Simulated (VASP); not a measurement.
Runs of VASP 6.6.1 on Cu. The structure is that of space group P6_3/mmc (No. 194), or close to it. The cells are those of the table. This isn't the form of Cu at room conditions, which is fcc.

| task | level | potentials or basis | cell | cutoff (eV) | gap on the mesh (eV) | pressure (GPa) | relaxed volume (Å³/atom) |
| --- | --- | --- | --- | --- | --- | --- | --- |
| relaxation of cell and atoms | RPBE | VASP PAW PBE potentials, release 64 (Cu) | relaxed from a = 2.531, b = 2.531, c = 8.262 Å, angles 90.0, 90.0, 120.0°, 4 atoms | 600 | none | 0.0 | (a) |
| single point | LDA | VASP PAW LDA potentials, release 64 (Cu_sv_GW) | a = 2.580, b = 2.580, c = 8.424 Å, angles 90.0, 90.0, 120.0°, 4 atoms | 820 | none | -16.5 | - |
| relaxation of cell and atoms | revPBE | VASP PAW PBE potentials, release 64 (Cu) | relaxed from a = 2.531, b = 2.531, c = 8.262 Å, angles 90.0, 90.0, 120.0°, 4 atoms | 600 | none | 0.0 | (b) |
| relaxation of cell and atoms | PBEsol | VASP PAW PBE potentials, release 64 (Cu) | relaxed from a = 2.531, b = 2.531, c = 8.262 Å, angles 90.0, 90.0, 120.0°, 4 atoms | 600 | none | 0.0 | 11.38 |
| relaxation of cell and atoms | BLYP | VASP PAW PBE potentials, release 64 (Cu) | relaxed from a = 2.531, b = 2.531, c = 8.262 Å, angles 90.0, 90.0, 120.0°, 4 atoms | 600 | none | 0.0 | 12.79 |

Alike in all rows: no spin polarisation; k mesh 12 × 12 × 4; smearing fermi-dirac 0.05 eV.

**Question.** Estimate the missing entries.

**Answer.** (a) 12.47; (b) 12.34.

Caveats: the PAW data sets were made with another functional, which shifts forces and pressure a little (at least some runs); the cell stands under tension (at least some runs).

A gap of «none» marks levels without a gap at the run's occupations.

The runs don't all hold the same shells in valence.
